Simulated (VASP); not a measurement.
Write the native input for VASP 6.6.1 that does the following.

* Task: single point
* Functional: PBE
* Potentials or basis: VASP PAW PBE potentials, release 64 (Si, C, B, N)
* Cutoff: 520 eV
* k mesh: 1 × 1 × 1, shifted
* Occupations: fermi-dirac, width 0.05 eV
* Spin: no spin polarisation
* Dipole correction: no
* Mended: yes
* Further INCAR settings: LREAL = Auto; ALGO = Normal; EDIFF = 1e-06; NBANDS = 51; ISYM = -1

The structure of Si8BC8N lies in POSCAR:

```
Si8BC8N
1.0
    5.5858750000     -0.1133160000     -0.0411110000
   -0.1133160000      5.7189320000     -0.0113280000
   -0.0411110000     -0.0113280000      6.0730380000
Si C B N
8 8 1 1
Direct
    0.6553633212      0.6810184807      0.6161927883
    0.2371169820      0.1477963226      0.0715899280
   -0.0362095852      0.9394305492      0.2794451899
    0.5753696877      0.1739869815      0.4270060467
    0.7568722034      0.5294705859      0.1340524489
    0.3033742032      0.2937444864      0.6629229974
    0.1754794505      0.5717102250      0.0399250703
    0.6565010998      0.2596976877      0.8660255826
    0.7911929329      0.9589866438      0.5275058601
    0.6843172363      0.8447716944      0.1101503958
    0.6920625067      0.8747253366      0.8704064210
    0.1500210851      1.0135878462      0.7906231510
    0.2442392535      0.7784859640      0.7739297217
    0.4672707768      0.9509222106      0.2305088517
    0.2846285251      0.6369425814      0.5867183194
    0.8770299257      0.0180614304      0.7675290649
    0.2785286834      0.7579942525      0.3196354364
    0.7287906163      0.4453508579      0.4064825950
```

The input as run:

INCAR

```
PREC = Accurate ; ENCUT = 520
EDIFF = 1E-6 ; ISMEAR = -1
SIGMA = 0.05 ; LREAL = Auto
LASPH = True ; NELM = 120
ALGO = Normal ; ISIF = 2
LWAVE = False ; LCHARG = True
GGA = PE ; LELF = True
LVHAR = True ; ISYM = -1
NBANDS = 51 ; GGA_COMPAT = False
```

KPOINTS

```
explicit points
1
Reciprocal
  0.25000000   0.25000000   0.25000000 1
```

Potentials or basis: VASP PAW PBE potentials, release 64 (Si, C, B, N).

The run is started by

```bash
$ cat potpaw_PBE.64/Si/POTCAR potpaw_PBE.64/C/POTCAR potpaw_PBE.64/B/POTCAR potpaw_PBE.64/N/POTCAR > POTCAR
$ mpirun -np 1 vasp_std > vasp.out
```

It gave:

The pressure is 8.4 GPa and the largest force is 2.422 eV/Å.

Caveat: the atoms stand as in a frame of molecular dynamics.

It took 18 s on 1 thread of AMD EPYC 9R45 (Zen 5), with other jobs on the host, peak memory 0.25 GiB.
